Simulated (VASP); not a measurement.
BP2:

```
B P
1.0
     3.52226    0.00000    0.00000
     0.00000    3.52226    0.00000
     0.00000    0.00000    4.54101
B P
1 2
Direct
  0.50000 0.50000 0.00000
  0.00000 0.50000 0.00000
  0.50000 0.00000 0.00000
```

| Item | Value |
| --- | --- |
| Program | VASP 6.6.1 |
| Task | relaxation of cell and atoms |
| Functional | PBE |
| Potentials or basis | VASP PAW PBE potentials, release 64 (B, P) |
| Cutoff | 600 eV |
| k mesh | 6 × 6 × 4 |
| Occupations | gaussian, width 0.1 eV |
| Spin | no spin polarisation |

At the start: pressure 27.8 GPa; volume 18.78 Å³/atom.

Q: How do energy, volume and symmetry change on relaxing?

A: Over 43 steps the energy falls by 737.2 meV/atom and the volume is 13.14 Å³/atom (-30.0 %); space group P4/mmm (No. 123, to 0.05 Å).

The path:
```tsv
step	energy change (eV)	largest force (eV/Å)	pressure (GPa)	volume (Å³)
1	0.0000	0.0000	27.82	56.34
3	-1.2067	0.0000	-1.67	68.62
5	-1.2144	0.0000	-0.20	67.50
7	-1.2190	0.0000	-0.21	66.45
9	-1.2465	0.0000	-0.06	61.72
11	-1.6981	0.0000	2.98	42.69
13	-1.7467	0.0000	2.87	42.19
15	-2.0395	0.0000	6.34	39.12
17	-2.0847	0.0000	9.68	37.42
19	-2.0850	0.0000	9.76	37.38
21	-2.0851	0.0000	10.14	37.18
23	-2.0857	0.0000	9.97	37.27
25	-2.0885	0.0000	9.82	37.31
27	-2.0992	0.0000	9.26	37.46
29	-2.1360	0.0000	6.99	38.05
31	-2.1889	0.0000	-1.31	40.47
33	-2.1896	0.0000	-0.45	40.17
35	-2.1931	0.0000	-0.16	40.03
37	-2.2081	0.0000	0.87	39.36
39	-2.2103	0.0000	0.97	39.18
41	-2.2107	0.0000	0.08	39.37
43	-2.2117	0.0000	0.15	39.41
```

Final structure:
```cif
data_structure
_symmetry_space_group_name_H-M 'P 1'
_symmetry_Int_Tables_number 1
_cell_length_a 4.0292
_cell_length_b 4.0292
_cell_length_c 2.4276
_cell_angle_alpha 90.000
_cell_angle_beta 90.000
_cell_angle_gamma 90.000
_cell_volume 39.41
loop_
_atom_site_label
_atom_site_type_symbol
_atom_site_fract_x
_atom_site_fract_y
_atom_site_fract_z
_atom_site_occupancy
B1 B 0.50000 0.50000 0.00000 1
P1 P 0.00000 0.50000 0.00000 1
P2 P 0.50000 0.00000 0.00000 1
```

Caveat: the volume moved by over 15 % at a fixed basis, so the end points are rough; this functional lacks dispersion, which binds the layers, so the pressure and a relaxed spacing across them are unreliable.
